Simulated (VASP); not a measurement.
Wanted: the native input for a VASP 6.6.1 run.

| Quantity | Value |
| --- | --- |
| Task | single point |
| Functional | PBE |
| Dispersion | D3(BJ) |
| Potentials or basis | VASP PAW PBE potentials, release 64 (Ge_d, S) |
| Cutoff | 520 eV |
| k mesh | 6 × 6 × 2 |
| Occupations | gaussian, width 0.1 eV |
| Spin | no spin polarisation |
| Dipole correction | no |
| Further INCAR settings | ALGO = Normal; EDIFF = 1e-06; NBANDS = 42 |

The structure of Ge3S4 lies in POSCAR:

```
Ge3S4
1.0
    3.5981786121      0.0000000000      0.0000000000
   -1.7990893061      3.1161140855      0.0000000000
    0.0000000000      0.0000000000     14.2397781249
Ge S
3 4
Direct
    0.6666666667      0.3333333333      0.2245462457
    0.0000000000      0.0000000000      0.5000000000
    0.3333333333      0.6666666667      0.7754537543
    0.3333333333      0.6666666667      0.9195037308
    0.6666666667      0.3333333333      0.0804962692
    0.0000000000      0.0000000000      0.3153518138
    0.0000000000      0.0000000000      0.6846481862
```

These files were run (other wordings do the same):

INCAR

```
SYSTEM = Ge3S4
PREC = Accurate ; ENCUT = 520
EDIFF = 1E-6 ; ISMEAR = 0
SIGMA = 0.1 ; LREAL = .False.
LASPH = .True. ; NELM = 100
ALGO = Normal ; ISIF = 2
LWAVE = .False. ; LCHARG = .False.
GGA = PE ; IVDW = 12
NBANDS = 42
```

KPOINTS

```
Automatic mesh
0
Gamma
  6 6 2
  0 0 0
```

Potentials or basis: VASP PAW PBE potentials, release 64 (Ge_d, S).

Command:

```sh
$ cat potpaw_PBE.64/Ge_d/POTCAR potpaw_PBE.64/S/POTCAR > POTCAR
$ mpirun -np 1 vasp_std > vasp.out
```

Results of the run:

```yaml
Pressure: -0.1 GPa
Largest_force: 0.095 eV/Å
Band_gap_on_the_k_mesh: zero (bands 33 and 34 overlap by 1.53 eV)
Dispersion_energy_per_atom: -0.301 eV
```

Run time: 3.1 min on 1 thread of Intel Xeon 8259CL, with other jobs on the host, peak memory 0.3 GiB.
